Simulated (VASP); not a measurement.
Wanted: the native input for a VASP 6.6.1 run.

* Task: single point
* Functional: PBEsol
* Potentials or basis: VASP PAW PBE potentials, release 64 (Sn_d, Te)
* Cutoff: 520 eV
* k mesh: 3 × 3 × 3
* Occupations: gaussian, width 0.01 eV
* Spin: no spin polarisation
* Dipole correction: no
* Further INCAR settings: ALGO = Normal; EDIFF = 1e-07; NBANDS = 17

The structure of SnTe lies in POSCAR:

```
SnTe
1.0
   -0.0123400000      3.5909600000      3.5803100000
    3.6386700000     -0.0265400000      3.5945100000
    3.6394100000      3.6059000000     -0.0272800000
Sn Te
1 1
Direct
    0.9964770041      0.0016715304      0.0045209736
    0.7561500000      0.7474000000      0.7507500000
```

One way to write it, as run:

INCAR

```
SYSTEM = SnTe
PREC = Accurate ; ENCUT = 520
EDIFF = 1E-7 ; ISMEAR = 0
SIGMA = 0.01 ; LREAL = .FALSE.
LASPH = .TRUE. ; NELM = 100
ALGO = Normal ; ISIF = 2
LWAVE = .FALSE. ; LCHARG = .FALSE.
GGA = PS ; NBANDS = 17
```

KPOINTS

```
regular mesh
0
G
  3 3 3
  0 0 0
```

Potentials or basis: VASP PAW PBE potentials, release 64 (Sn_d, Te).

The run is started by

```bash
$ cat potpaw_PBE.64/Sn_d/POTCAR potpaw_PBE.64/Te/POTCAR > POTCAR
$ mpirun -np 1 vasp_std > vasp.out
```

Results of the run:

- Pressure: -2.3 GPa
- Largest force: 0.075 eV/Å
- Band gap on the k mesh: 0.71 eV, indirect (least direct gap 0.95 eV)

Caveat: the k points lie up to 0.50 Å⁻¹ apart; the PAW data sets were made with another functional, which shifts forces and pressure a little; spin-orbit coupling is left out, which moves the levels of the heavy elements.

Run time: 26 s on 1 thread of Intel(R) Xeon(R) Platinum 8259CL CPU @ 2.50GHz (Skylake/Cascade Lake), with other jobs on the host, peak memory 0.23 GiB.
